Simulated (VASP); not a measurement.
# HfN (HfN (Fm-3m)) (Fm-3m) in VASP: notebook, part 2 of 2

VASP 6.6.1.

## (4) Single point, PBE

This run uses another cell than the first one: it holds 16 atoms, not 2.

INCAR

```
SYSTEM = HfN
ALGO = Normal
EDIFF = 1E-7
ENCUT = 520
GGA = PE
ISIF = 2
ISMEAR = 1
LASPH = .TRUE.
LCHARG = .TRUE.
LELF = .TRUE.
LREAL = Auto
LVHAR = .TRUE.
LWAVE = .FALSE.
NBANDS = 74
NELM = 80
PREC = Accurate
SIGMA = 0.1
```

KPOINTS

```
k-points
0
G
  4 4 4
  0 0 0
```

POSCAR

```
HfN
1.0
    0.0000000000      4.5478633498      4.5478633498
    4.5478633498      0.0000000000      4.5478633498
    4.5478633498      4.5478633498      0.0000000000
Hf N
8 8
Direct
    0.0000000000      0.0000000000      0.0000000000
    0.0000000000      0.0000000000      0.5000000000
    0.0000000000      0.5000000000      0.0000000000
    0.0000000000      0.5000000000      0.5000000000
    0.5000000000      0.0000000000      0.0000000000
    0.5000000000      0.0000000000      0.5000000000
    0.5000000000      0.5000000000      0.0000000000
    0.5000000000      0.5000000000      0.5000000000
    0.2500000000      0.2500000000      0.2500000000
    0.2500000000      0.2500000000      0.7500000000
    0.2500000000      0.7500000000      0.2500000000
    0.2500000000      0.7500000000      0.7500000000
    0.7500000000      0.2500000000      0.2500000000
    0.7500000000      0.2500000000      0.7500000000
    0.7500000000      0.7500000000      0.2500000000
    0.7500000000      0.7500000000      0.7500000000
```

Potentials or basis: VASP PAW PBE potentials, release 64 (Hf_pv, N).

Launch:

```
cat potpaw_PBE.64/Hf_pv/POTCAR potpaw_PBE.64/N/POTCAR > POTCAR
mpirun -np 1 vasp_std > vasp.out
```

OUTCAR:

```text
SYSTEM = HfN
   EDIFF = 1E-7
   ENCUT = 520
   GGA = PE
   ISIF = 2
   ISMEAR = 1
   LASPH = .TRUE.
   LREAL = Auto
   NELM = 80
   PREC = Accurate

 ion  position               nearest neighbor table
   1  0.000  0.000  0.000-  10 2.27  11 2.27  12 2.27  13 2.27  14 2.27  15 2.27   2 3.22   3 3.22
                             5 3.22   2 3.22   4 3.22   6 3.22   3 3.22   4 3.22   7 3.22   5 3.22
   2  0.000  0.000  0.500-   9 2.27  11 2.27  12 2.27  13 2.27  14 2.27  16 2.27   1 3.22   4 3.22
                             6 3.22   1 3.22   3 3.22   5 3.22   3 3.22   4 3.22   8 3.22   5 3.22
   3  0.000  0.500  0.000-   9 2.27  10 2.27  12 2.27  13 2.27  15 2.27  16 2.27   1 3.22   4 3.22
                             7 3.22   2 3.22   4 3.22   8 3.22   1 3.22   2 3.22   5 3.22   5 3.22
   4  0.000  0.500  0.500-   9 2.27  10 2.27  11 2.27  14 2.27  15 2.27  16 2.27   2 3.22   3 3.22
                             8 3.22   1 3.22   3 3.22   7 3.22   1 3.22   2 3.22   6 3.22   6 3.22
   5  0.500  0.000  0.000-   9 2.27  10 2.27  11 2.27  14 2.27  15 2.27  16 2.27   1 3.22   6 3.22
                             7 3.22   2 3.22   6 3.22   8 3.22   3 3.22   7 3.22   8 3.22   1 3.22
   6  0.500  0.000  0.500-   9 2.27  10 2.27  12 2.27  13 2.27  15 2.27  16 2.27   2 3.22   5 3.22
                             8 3.22   1 3.22   5 3.22   7 3.22   4 3.22   7 3.22   8 3.22   1 3.22
[... 805 lines left out ...]
 [bands above 72 left out]

------------------------ aborting loop because EDIFF is reached ----------------------------------------

  FORCE on cell =-STRESS in cart. coord.  units (eV):
  Direction    XX          YY          ZZ          XY          YZ          ZX
  --------------------------------------------------------------------------------------
  -------------------------------------------------------------------------------------
  Total       -2.5168515     -2.5168515     -2.5168515      0.0000000      0.0000000     -0.0000000
  in kB      -21.4346287    -21.4346287    -21.4346287      0.0000000      0.0000000     -0.0000000
  external PRESSURE =     -21.4346287 kB  Pullay stress =       0.0000000 kB

 VOLUME and BASIS-vectors are now :
 -----------------------------------------------------------------------------
  energy-cutoff  :      520.00
  volume of cell :      188.13
      direct lattice vectors                 reciprocal lattice vectors
     0.000000000  4.547863350  4.547863350    -0.109941738  0.109941738  0.109941738
     4.547863350  0.000000000  4.547863350     0.109941738 -0.109941738  0.109941738
     4.547863350  4.547863350  0.000000000     0.109941738  0.109941738 -0.109941738

 POSITION                                       TOTAL-FORCE (eV/Angst)
 -----------------------------------------------------------------------------------
      0.00000      0.00000      0.00000         0.000000      0.000000     -0.000000
      2.27393      2.27393      0.00000         0.000000     -0.000000      0.000000
      2.27393      0.00000      2.27393        -0.000000     -0.000000      0.000000
      4.54786      2.27393      2.27393        -0.000000     -0.000000     -0.000000
      0.00000      2.27393      2.27393         0.000000     -0.000000      0.000000
      2.27393      4.54786      2.27393        -0.000000      0.000000     -0.000000
[... 8 lines left out ...]
      4.54786      4.54786      6.82180         0.000000     -0.000000      0.000000
      6.82180      6.82180      6.82180        -0.000000     -0.000000     -0.000000
 -----------------------------------------------------------------------------------
    total drift:                                0.000000      0.000000      0.000000

  FREE ENERGIE OF THE ION-ELECTRON SYSTEM (eV)
  ---------------------------------------------------
  free  energy   TOTEN  =      -173.9319239246 eV

  energy  without entropy=     -173.9301618296  energy(sigma->0) =     -173.93133656
```

OSZICAR:

```text
N       E                     dE             d eps       ncg     rms          rms(c)
DAV:   1     0.689696824711E+03    0.68970E+03   -0.66286E+04  1192   0.163E+03
DAV:   2    -0.145493211470E+03   -0.83519E+03   -0.80635E+03  1440   0.422E+02
DAV:   3    -0.197137146988E+03   -0.51644E+02   -0.50994E+02  1432   0.845E+01
DAV:   4    -0.198090663399E+03   -0.95352E+00   -0.94366E+00  1408   0.120E+01
DAV:   5    -0.198109078454E+03   -0.18415E-01   -0.18318E-01  1408   0.139E+00    0.133E+02
DAV:   6    -0.174459619852E+03    0.23649E+02   -0.13413E+02  1378   0.334E+01    0.109E+02
DAV:   7    -0.174044833404E+03    0.41479E+00   -0.85923E+00  1348   0.106E+01    0.591E+01
DAV:   8    -0.173999764776E+03    0.45069E-01   -0.52171E-01  1360   0.319E+00    0.138E+01
DAV:   9    -0.173937859029E+03    0.61906E-01   -0.41232E-01  1376   0.191E+00    0.635E+00
DAV:  10    -0.173931858074E+03    0.60010E-02   -0.27485E-02  1398   0.613E-01    0.371E-01
DAV:  11    -0.173931936468E+03   -0.78394E-04   -0.24072E-03  1400   0.172E-01    0.404E-02
DAV:  12    -0.173931924358E+03    0.12109E-04   -0.51159E-05  1414   0.307E-02    0.459E-02
DAV:  13    -0.173931923987E+03    0.37158E-06   -0.25647E-06  1504   0.719E-03    0.646E-03
DAV:  14    -0.173931924143E+03   -0.15633E-06   -0.25542E-07  1076   0.165E-03    0.688E-03
DAV:  15    -0.173931923904E+03    0.23838E-06   -0.70953E-08   832   0.961E-04    0.658E-04
DAV:  16    -0.173931923925E+03   -0.20103E-07   -0.83247E-09   830   0.457E-04
   1 F= -.17393192E+03 E0= -.17393134E+03  d E =-.176209E-02
```

Run time: 2.5 min. Hardware: 1 thread of Intel Xeon 6975P-C (Granite Rapids), shared host; peak memory 0.35 GiB.

What came out:

```yaml
Free_energy: -173.9319 eV
Pressure: -2.1 GPa
Band_gap_on_the_k_mesh: zero (band 60 reaches 9.31 eV, above the bottom of band 61 at 7.57 eV)
```

Caveat: spin-orbit coupling is left out, which moves the levels of the heavy elements.

## (5) The runs side by side

| task | cell | k mesh | cutoff (eV) | gap on the mesh (eV) | pressure (GPa) |
| --- | --- | --- | --- | --- | --- |
| single point | a = 3.216 Å, angles 60.0°, 2 atoms | 15 × 15 × 15 | 520 | none | -2.4 |
| relaxation of cell and atoms | relaxed from a = 3.190 Å, angles 60.0°, 2 atoms | 15 × 15 × 15 | 600 | none | 0.0 |
| single point | a = 6.432 Å, angles 60.0°, 16 atoms | 4 × 4 × 4 | 520 | none | -2.1 |

Alike in all rows: level PBE; potentials or basis VASP PAW PBE potentials, release 64 (Hf_pv, N); no spin polarisation; smearing methfessel-paxton 0.1 eV.

Caveats: spin-orbit coupling is left out, which moves the levels of the heavy elements.

Absolute energies hang on the potentials; compare differences alone.
